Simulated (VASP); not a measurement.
Runs of VASP 6.6.1 on TiCo2. The structure is that of space group Fd-3m (No. 227), or close to it. The cells are those of the table. 

```tsv
task	potentials or basis	cell	k mesh	cutoff (eV)	second try	gap on the mesh (eV)	pressure (GPa)	moment (μB)	relaxed volume (Å³/atom)
single point	VASP PAW PBE potentials, release 64 (Ti_sv, Co)	a = 4.740 Å, angles 60.0°, 6 atoms	12 × 12 × 12	550	not_converged	none	-12.3	2.03	-
relaxation of cell and atoms	VASP PAW PBE potentials, release 64 (Ti_sv, Co_sv)	relaxed from a = 4.740 Å, angles 60.0°, 6 atoms	2 × 2 × 2	690	-	none	0.0	0.00	(b)
relaxation of cell and atoms	VASP PAW PBE potentials, release 64 (Ti_sv, Co)	relaxed from a = 4.740 Å, angles 60.0°, 6 atoms	6 × 6 × 6	600	-	none	0.1	0.00	(a)
single point	VASP PAW PBE potentials, release 64 (Ti_sv, Co)	a = 4.634 Å, angles 60.0°, 6 atoms	10 × 10 × 10	520	-	none	-0.7	0.00	-
```

Alike in all rows: level PBEsol; spin collinear, ferrimagnetic start; smearing gaussian 0.1 eV.

**Question.** Estimate the missing entries.

**Answer.** (a) 11.68; (b) 11.72.

Caveats: some runs use coarse meshes; the PAW data sets were made with another functional, which shifts forces and pressure a little; the moments typed at the start vanished in this run (at least some runs); the cell stands under tension (at least some runs).

A gap of «none» marks levels without a gap at the run's occupations.

The runs don't all hold the same shells in valence.
